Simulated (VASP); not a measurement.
A run of VASP 6.6.1:

INCAR

```
PREC = Accurate
ENCUT = 520
EDIFF = 1E-7
ISMEAR = -1
SIGMA = 0.1
LREAL = F
LASPH = T
NELM = 100
ALGO = Normal
ISIF = 2
LWAVE = F
LCHARG = F
GGA = PE
NBANDS = 8
```

Contents of KPOINTS:

```
regular mesh
0
Gamma
  12 12 12
```

Contents of POSCAR:

```
Al
1.0
    0.0000000000      2.0382146954      2.0382146954
    2.0382146954      0.0000000000      2.0382146954
    2.0382146954      2.0382146954      0.0000000000
Al
1
Direct
    0.0000000000      0.0000000000      0.0000000000
```

Potentials or basis: VASP PAW PBE potentials, release 64 (Al).

Run with:

```console
$ cat potpaw_PBE.64/Al/POTCAR > POTCAR
$ mpirun -np 1 vasp_std > vasp.out
```

Hardware: 1 thread of Intel(R) Xeon(R) Platinum 8375C CPU @ 2.90GHz (Ice Lake) (shared host).

Task: Estimate the wall time of this run.

Result: It took 5.7 s on 1 thread of Intel(R) Xeon(R) Platinum 8375C CPU @ 2.90GHz (Ice Lake), on a shared host, peak memory 0.13 GiB. Counts: scf iterations 11, k points 72.
